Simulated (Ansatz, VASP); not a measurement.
ZrB2 in VASP and in Ansatz

```
CELL_PARAMETERS angstrom
3.13280 0.00000 0.00000
-1.56640 2.71308 0.00000
0.00000 0.00000 3.48999
ATOMIC_POSITIONS crystal
Zr 0.00000 0.00000 0.00000
B 0.33333 0.66667 0.50000
B 0.66667 0.33333 0.50000
```

Alike in both runs: functional LDA; k mesh 11 × 11 × 9; occupations fermi-dirac, width 0.1 eV; no spin polarisation.

Ansatz relaxed the structure, and its values are those at the end. VASP's run is a single point on that final structure, the one shown.

|  | VASP | Ansatz |
| --- | --- | --- |
| version | VASP 6.6.1 | Ansatz 0.2.0 |
| potentials or method | VASP PAW LDA potentials, release 64 (Zr_sv, B), cutoff 520 eV | PAW plane waves |
| valence electrons in the cell | 18 | 18 |

Ansatz gave:

```
gap on the k mesh at the Fermi level (eV) : none
pressure (GPa)                            : 0.0
```

Which values does VASP return?

gap on the k mesh at the Fermi level (eV): none; pressure (GPa): 0.4.

Ansatz warns that its potentials were made for another functional, while VASP's fit it. LDA's correlation is that of Perdew and Zunger in VASP and of Perdew and Wang (1992) in Ansatz. A gap of «none» marks a metal or a gap that the smearing closes.
